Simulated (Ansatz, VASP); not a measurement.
# One calculation of Si3Br, two programs

```
Si Br
1.0
     3.59227    0.00000    0.00000
    -1.79613    3.11100    0.00000
     0.00000    0.00000    7.20685
Si Br
3 1
Direct
  0.00000 0.00000 0.00000
  0.66667 0.33333 0.81049
  0.66667 0.33333 0.18951
  0.00000 0.00000 0.50000
```

Change from the starting cell: species swapped into the Co3Ir type (P-6m2, No. 187).

Alike in both runs: functional PBE; k mesh 12 × 12 × 8; occupations gaussian, width 0.1 eV; no spin polarisation.

Ansatz relaxed the structure, and its values are those at the end. VASP's run is a single point on that final structure, the one shown.

```csv
,VASP,Ansatz
version,VASP 6.6.1,Ansatz 0.2.0
potentials or method,"VASP PAW PBE potentials, release 64 (Si, Br), cutoff 520 eV","scalar-relativistic, plane waves, PAW"
valence electrons in the cell,19,19
```

```tsv
	VASP	Ansatz	Ansatz less VASP
gap on the k mesh at the Fermi level (eV)	none	none	-
pressure (GPa)	0.0	0.0	+0.02
rms of the force components (eV/Å)	0.006	0.000	-0.0057
```

A gap of «none» marks a metal or a gap that the smearing closes. With one functional, cell and mesh, what is left measures potentials, basis and numerics.
